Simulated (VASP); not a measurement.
Input of a VASP 6.6.1 run:

File INCAR:

```
PREC = Accurate
ENCUT = 520
EDIFF = 1E-6
ISMEAR = 0
SIGMA = 0.05
LREAL = False
LASPH = True
NELM = 80
ALGO = Normal
ISIF = 2
LWAVE = False
LCHARG = True
GGA = PE
LELF = True
LVHAR = True
NBANDS = 12
```

Contents of KPOINTS:

```
regular mesh
0
Gamma
  8 8 8
```

Contents of POSCAR:

```
LiCl
1.0
    0.0000000000      2.7699408000      2.6673504000
    2.7699408000      0.0000000000      2.6673504000
    2.7699408000      2.7699408000      0.0000000000
Li Cl
1 1
Direct
    0.0000000000      0.0000000000      0.0000000000
    0.5000000000      0.5000000000      0.5000000000
```

Potentials or basis: VASP PAW PBE potentials, release 64 (Li_sv, Cl).

Command:

```console
$ cat potpaw_PBE.64/Li_sv/POTCAR potpaw_PBE.64/Cl/POTCAR > POTCAR
$ mpirun -np 1 vasp_std > vasp.out
```

Question: Predict the band gap on the k mesh.

Answer: 5.35 eV, direct.

Caveat: the cell differs from its parent crystal (strain +0.080 along x and y, +0.040 along z). A k mesh can miss the band edges.
